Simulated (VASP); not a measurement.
Rb, 1 atom in the cell. The structure is cubic, space group Im-3m (No. 229). The conventional cell has a = 5.605 Å, b = 5.605 Å, c = 5.605 Å, α = 90.00°, β = 90.00°, γ = 90.00°. 

```yaml
Program: VASP 6.6.1
Task: relaxation of cell and atoms
Functional: LDA
Potentials_or_basis: VASP PAW LDA potentials, release 64 (Rb_sv)
Cutoff: 600 eV
k_mesh: 6 × 6 × 6
Occupations: gaussian, width 0.05 eV
Spin: no spin polarisation
Dipole_correction: no
Further_INCAR_settings: ALGO = Normal; EDIFF = 1e-06; IBRION = 2; EDIFFG = -0.02; NSW = 80; ISIF = 3
```

Potentials or basis: VASP PAW LDA potentials, release 64 (Rb_sv).

The run is started by

```bash
$ cat potpaw_LDA.64/Rb_sv/POTCAR > POTCAR
$ mpirun -np 1 vasp_std > vasp.out
```

Hardware: 1 thread of Intel(R) Xeon(R) 6975P-C (Granite Rapids), on a shared host.

Question: How long does it take, and how much memory?

Answer: Run time: 17 s on 1 thread of Intel(R) Xeon(R) 6975P-C (Granite Rapids), on a shared host, peak memory 0.2 GiB. Counts: scf iterations 32, k points 16, ion steps 4.
